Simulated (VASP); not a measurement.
Si2Mo: single point with PBEsol

Crystal: Si2Mo.

```
Si Mo
1.0
    -1.55516    1.55516    3.71516
     1.55516   -1.55516    3.71516
     1.55516    1.55516   -3.71516
Si Mo
2 1
Cartesian
  0.0000 0.0000 2.4896
  0.0000 0.0000 4.9407
  0.0000 0.0000 0.0000
```

This cell differs from its parent crystal: strain -0.025 along x and y, -0.050 along z.

```json
{
  "Program": "VASP 6.6.1",
  "Task": "single point",
  "Functional": "PBEsol",
  "Potentials or basis": "VASP PAW PBE potentials, release 64 (Si, Mo_sv)",
  "Cutoff": "520 eV",
  "k mesh": "20 × 20 × 20",
  "Occupations": "gaussian, width 0.15 eV",
  "Spin": "no spin polarisation",
  "Dipole correction": "no",
  "Further INCAR settings": "ALGO = Normal; EDIFF = 1e-06; NBANDS = 18"
}
```

```
Pressure               : 29.7 GPa
Largest force          : 0.261 eV/Å
Band gap on the k mesh : zero (bands 11 and 12 overlap by 1.04 eV)
```

Forces on the atoms (eV/Å):
```
Si   0.000  0.000 -0.261
Si   0.000  0.000  0.261
Mo   0.000  0.000  0.000
```

Stress tensor (GPa, compression positive):
```
23.75  0.00  0.00
 0.00 23.75  0.00
 0.00  0.00 41.65
```

Levels at points of the mesh, in eV from the Fermi level:
```csv
k point,band 9,band 10,band 11,band 12,band 13,band 14
"(0.00, 0.00, 0.00)",-2.98,-2.77,0.36,2.81,3.75,3.75
"(0.50, 0.00, 0.00)",-2.98,-2.84,-0.66,2.63,3.26,4.82
"(0.50, 0.50, 0.00)",-4.81,-3.28,-1.14,2.68,3.34,4.03
"(0.50, 0.50, 0.50)",-0.57,-0.57,-0.52,-0.52,0.55,5.81
```

Run time: 3.5 min on 1 thread of AMD EPYC 9R45 96-Core Processor (Zen 5), with other jobs on the host, peak memory 0.46 GiB.

Caveat: the cell differs from its parent crystal (strain -0.025 along x and y, -0.050 along z); the cell stands under pressure; the PAW data sets were made with another functional, which shifts forces and pressure a little.
